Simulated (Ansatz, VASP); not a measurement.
# One calculation of AsO, two programs

Contents of INCAR:

```
SYSTEM = AsO
ALGO = Normal
EDIFF = 1E-7
EDIFFG = -0.04
ENCUT = 600
GGA = PE
IBRION = 2
ISIF = 3
ISMEAR = 0
LASPH = .TRUE.
LCHARG = .FALSE.
LREAL = .FALSE.
LWAVE = .FALSE.
NELM = 80
NSW = 90
PREC = Accurate
SIGMA = 0.1
```

File KPOINTS:

```
k-points
0
G
  6 6 6
  0 0 0
```

POSCAR

```
AsO
1.0
    0.0000000000      2.4989113000      2.4989113000
    2.4989113000      0.0000000000      2.4989113000
    2.4989113000      2.4989113000      0.0000000000
As O
1 1
Direct
    0.0000000000      0.0000000000      0.0000000000
    0.7500000000      0.7500000000      0.7500000000
```

Input for Ansatz:

```yaml
crystal:
  lattice:
    - [0.0, 2.4989113, 2.4989113]
    - [2.4989113, 0.0, 2.4989113]
    - [2.4989113, 2.4989113, 0.0]
  atoms:
    - { symbol: As, position: [0.0, 0.0, 0.0] }
    - { symbol: O, position: [0.75, 0.75, 0.75] }
basis:
  ecutwfc: 420
kpoints:
  mp_grid: { grid: [6, 6, 6] }
hamiltonian:
  xc: pbe
scf:
  occupations: { method: gaussian, width: 0.1 }
  lower_state_search: "off"
output:
  forces: true
  stress: true
  eigenvalues: true
relax:
  adjacent_minimum: "off"
  f_tol: 0.04
  max_steps: 70
  cell: { stress_tol: 0.4 }
```

Change from the starting cell: species swapped into the AgO type (F-43m, No. 216).

Alike in both runs: task relaxation of cell and atoms; functional PBE; k mesh 6 × 6 × 6; occupations gaussian, width 0.1 eV; no spin polarisation.

```csv
,VASP,Ansatz
version,VASP 6.6.1,Ansatz 0.2.0
potentials or method,"VASP PAW PBE potentials, release 64 (As, O), cutoff 600 eV","scalar-relativistic, plane waves, PAW"
valence electrons in the cell,11,21
```

Ansatz gave:

```
gap on the k mesh at the Fermi level, each at its own relaxed structure (eV) : none
relaxed volume (Å³/atom)                                                     : 16.46
relaxed length of the cell vector where the two differ most in proportion (Å)              : 3.598
```

Task: What did VASP give for the same quantities?

Result: gap on the k mesh at the Fermi level, each at its own relaxed structure (eV): none; relaxed volume (Å³/atom): 16.50; relaxed length of the cell vector where the two differ most in proportion (Å): 3.600.

A gap of «none» marks a metal or a gap that the smearing closes. VASP's potentials hold 11 valence electrons a cell and Ansatz's 21, so a difference there can come from the potentials and not from the codes.

The k mesh is coarse, so the values compare programs but aren't converged.
